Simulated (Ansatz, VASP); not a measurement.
One calculation of SiC, two programs

```
Si C
1.0
     3.11598    0.00000    0.00000
    -1.55799    2.69852    0.00000
     0.00000    0.00000    5.11506
Si C
2 2
Cartesian
  0.0000 1.7990 0.0235
  1.5580 0.8995 2.5811
  0.0000 1.7990 1.9458
  1.5580 0.8995 4.5033
```

Alike in both runs: functional r2SCAN; k mesh 12 × 12 × 6; occupations fermi-dirac, width 0.02 eV; no spin polarisation.

Ansatz relaxed the structure, and its values are those at the end. VASP's run is a single point on that final structure, the one shown.

|  | VASP | Ansatz |
| --- | --- | --- |
| version | VASP 6.6.1 | Ansatz 0.2.0 |
| potentials or method | VASP PAW PBE potentials, release 64 (Si, C), cutoff 520 eV | PAW plane waves |
| valence electrons in the cell | 16 | 16 |

Ansatz gave:

```
gap on the k mesh at the Fermi level (eV) : 2.71
pressure (GPa)                            : -8.3
rms of the force components (eV/Å)        : 0.004
```

Question: Estimate VASP's values.

Answer: gap on the k mesh at the Fermi level (eV): 2.71; pressure (GPa): -8.5; rms of the force components (eV/Å): 0.004.

VASP's potentials were made for PBE, not for r2SCAN. Ansatz's warnings: stress scf threshold loose.
